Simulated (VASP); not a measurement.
A run of VASP 6.6.1 is set up as follows.

The input INCAR:

```
PREC = Accurate
ENCUT = 520
EDIFF = 1E-6
ISMEAR = 0
SIGMA = 0.05
LREAL = F
LASPH = T
NELM = 100
ALGO = Normal
ISIF = 2
LWAVE = F
LCHARG = F
GGA = PE
NBANDS = 26
```

File KPOINTS:

```
Automatic mesh
0
Gamma
  5 5 5
```

POSCAR

```
Cs3Pt
1.0
    5.7776530000      0.0000000000      0.0000000000
    0.0000000000      5.7776530000      0.0000000000
    0.0000000000      0.0000000000      5.7776530000
Pt Cs
1 3
Direct
    0.5000000000      0.5000000000      0.5000000000
    0.5000000000      0.0000000000      0.0000000000
    0.0000000000      0.5000000000      0.0000000000
    0.0000000000      0.0000000000      0.5000000000
```

Potentials or basis: VASP PAW PBE potentials, release 64 (Pt, Cs_sv).

The run is started by

```sh
$ cat potpaw_PBE.64/Pt/POTCAR potpaw_PBE.64/Cs_sv/POTCAR > POTCAR
$ mpirun -np 1 vasp_std > vasp.out
```

**Question.** Estimate the pressure.

**Answer.** -0.2 GPa.
